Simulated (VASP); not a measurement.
Write the native input for VASP 6.6.1 that does the following.

```yaml
Task: relaxation of cell and atoms
Functional: PBE
Potentials_or_basis: VASP PAW PBE potentials, release 64 (Zn, Sn_d, N)
Cutoff: 600 eV
k_mesh: 4 × 4 × 4
Occupations: gaussian, width 0.1 eV
Spin: no spin polarisation
Dipole_correction: no
Further_INCAR_settings: ALGO = Fast; EDIFF = 1e-06; IBRION = 2; EDIFFG = -0.04; NSW = 90; ISIF = 3
```

The structure of ZnSn2N2 lies in POSCAR:

```
ZnSn2N2
1.0
    4.2683893500      0.0000000000      0.0000000000
    0.0000000000      4.2683893500      0.0000000000
    0.0000000000      0.0000000000      6.0351729600
Zn Sn N
1 2 2
Direct
    0.5000000000      0.5000000000      0.6187840700
    0.5000000000      0.0000000000      0.0466982800
    0.0000000000      0.5000000000      0.0466982800
    0.5000000000      0.5000000000      0.9857253000
    0.0000000000      0.0000000000      0.8028335400
```

The cell was generated, and may not be a known phase.

The input as run:

INCAR

```
ALGO     = Fast           # electronic algorithm
EDIFF    = 1E-6           # SCF threshold, eV
EDIFFG   = -0.04          # ionic threshold
ENCUT    = 600            # plane-wave cutoff, eV
GGA      = PE             # functional
IBRION   = 2              # ionic algorithm
ISIF     = 3              # what is computed and relaxed
ISMEAR   = 0              # smearing method
LASPH    = T              # aspherical terms in the spheres
LCHARG   = F              # write CHGCAR
LREAL    = F              # projectors in reciprocal space
LWAVE    = F              # write WAVECAR
NELM     = 100            # most SCF steps
NSW      = 90             # ionic steps
PREC     = Accurate       # precision mode
SIGMA    = 0.1            # smearing width, eV
```

KPOINTS

```
k-points
0
Gamma
  4 4 4
```

Potentials or basis: VASP PAW PBE potentials, release 64 (Zn, Sn_d, N).

Launch:

```sh
$ cat potpaw_PBE.64/Zn/POTCAR potpaw_PBE.64/Sn_d/POTCAR potpaw_PBE.64/N/POTCAR > POTCAR
$ mpirun -np 1 vasp_std > vasp.out
```

Results of the run:

The relaxed volume is 18.83 Å³/atom and the relaxed cell is a = 4.348 Å, b = 4.348 Å, c = 4.981 Å, α = 90.00°, β = 90.00°, γ = 90.00°. The space group after relaxing (to 0.1 Å) is P4mm (No. 99) and the energy gained by relaxing is 624.0 meV/atom. The ionic steps are 18 and the pressure after relaxing is 0.0 GPa. The largest force after relaxing is 0.025 eV/Å. The band gap on the k mesh is zero (bands 25 and 26 overlap by 0.56 eV).

Caveat: the k points lie up to 0.36 Å⁻¹ apart in the final cell, too coarse for converged energies and pressures of a metal; a cell axis changed by over 15 % at a fixed basis, so the end point is rough; spin-orbit coupling is left out, which moves the levels of the heavy elements.

Wall time 22 min on 1 thread of Oxide Virtual Turin-like Processor (shared host), peak memory 0.26 GiB.
